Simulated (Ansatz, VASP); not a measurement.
# C: VASP beside Ansatz

```xyz
2
Lattice="0.0432 1.7758 1.8406 1.7902 0.0218 1.8620 1.8008 1.8078 0.0112" Properties=species:S:1:pos:R:3 pbc="T T T"
C     1.8636    3.5638    1.8586
C     0.9171    0.9313    0.8806
```

Alike in both runs: task single point; functional PBE; k mesh 6 × 6 × 6; no spin polarisation.

|  | VASP | Ansatz |
| --- | --- | --- |
| version | VASP 6.6.1 | Ansatz 0.2.0 |
| potentials or method | VASP PAW PBE potentials, release 64 (C), cutoff 520 eV | plane waves, PAW |
| occupations | gaussian, width 0.01 eV | fixed |
| valence electrons in the cell | 8 | 8 |

```csv
,VASP,Ansatz,Ansatz less VASP
pressure (GPa),-7.2,-7.8,-0.58
"traceless stress, the component that is largest in VASP (GPa)",-23.86,-23.88,-0.015
rms of the force components (eV/Å),1.411,1.405,-0.0052
```

Atom by atom the forces differ by 0.006 eV/Å (rms over components). Ansatz's warnings: stress scf threshold loose.

The k mesh is coarse, so the values compare programs but aren't converged.
